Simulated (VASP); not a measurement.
The system is Li.

```
Li
1.0
    -1.75465    1.75465    1.75465
     1.75465   -1.75465    1.75465
     1.75465    1.75465   -1.75465
Li
1
Direct
  0.00000 0.00000 0.00000
```

| Quantity | Value |
| --- | --- |
| Program | VASP 6.6.1 |
| Task | relaxation of cell and atoms |
| Functional | PBEsol |
| Dispersion | D4 |
| Potentials or basis | VASP PAW PBE potentials, release 64 (Li_sv) |
| Cutoff | 600 eV |
| k mesh | 11 × 11 × 11 |
| Occupations | fermi-dirac, width 0.05 eV |
| Spin | no spin polarisation |

At the start: pressure -1.0 GPa; volume 21.61 Å³/atom.

Problem. How do energy, volume and symmetry change on relaxing?

Solution. Over 4 steps the energy falls by 5.9 meV/atom and the volume is 19.82 Å³/atom (-8.3 %); space group Im-3m (No. 229, to 0.05 Å).

The path:
| step | energy change (eV) | largest force (eV/Å) | pressure (GPa) | volume (Å³) |
| --- | --- | --- | --- | --- |
| 1 | 0.0000 | 0.0000 | -1.01 | 21.61 |
| 2 | -0.0024 | 0.0000 | -0.80 | 21.19 |
| 3 | -0.0058 | 0.0000 | -0.18 | 20.10 |
| 4 | -0.0059 | 0.0000 | 0.01 | 19.82 |

Final structure:
```xyz
1
Lattice="-1.7048 1.7048 1.7048 1.7048 -1.7048 1.7048 1.7048 1.7048 -1.7048" Properties=species:S:1:pos:R:3 pbc="T T T"
Li   -1.7048    1.7048    1.7048
```

The cell as given is a measured one (21.61 Å³/atom); PBEsol+D4 puts the equilibrium volume -8.3 % from it, thermal expansion not counted.

Caveat: the cutoff is under 1.25 times the usual one of these potentials, so pressure, stress and relaxed cells hold a basis-set (Pulay) error; the PAW data sets were made with another functional, which shifts forces and pressure a little; pairwise dispersion overbinds metals, which lowers pressure and volume.
